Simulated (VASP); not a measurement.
Runs of VASP 6.6.1 on InAs. The structure is that of space group F-43m (No. 216), or close to it. The cells are those of the table. 

| cell | gap on the mesh (eV) | pressure (GPa) |
| --- | --- | --- |
| a = 4.255, b = 4.255, c = 4.277 Å, angles 59.8, 59.8, 60.3°, 2 atoms | - | 4.6 |
| a = 4.320, b = 4.320, c = 4.277 Å, angles 60.3, 60.3, 59.3°, 2 atoms | none | 2.7 |
| a = 4.341, b = 4.341, c = 4.277 Å, angles 60.5, 60.5, 59.0°, 2 atoms | none | 2.1 |
| a = 4.298, b = 4.298, c = 4.277 Å, angles 60.2, 60.2, 59.7°, 2 atoms | none | 3.3 |
| a = 4.234, b = 4.234, c = 4.277 Å, angles 59.7, 59.7, 60.7°, 2 atoms | - | (b) |
| a = 4.363, b = 4.363, c = 4.277 Å, angles 60.7, 60.7, 58.7°, 2 atoms | none | (a) |
| a = 4.352, b = 4.352, c = 4.277 Å, angles 60.6, 60.6, 58.9°, 2 atoms | none | 1.8 |

Alike in all rows: task single point; level PBE; potentials or basis VASP PAW PBE potentials, release 64 (In_d, As); no spin polarisation; k mesh 14 × 14 × 14; cutoff (eV) 520; smearing gaussian 0.15 eV.

Question: Estimate the missing entries.

Answer: (a) 1.5; (b) 5.3.

Caveats: spin-orbit coupling is left out, which moves the levels of the heavy elements.

A k mesh can miss the band edges, and the runs leave out spin-orbit coupling on As, In.

A gap of «none» marks levels without a gap at the run's occupations.
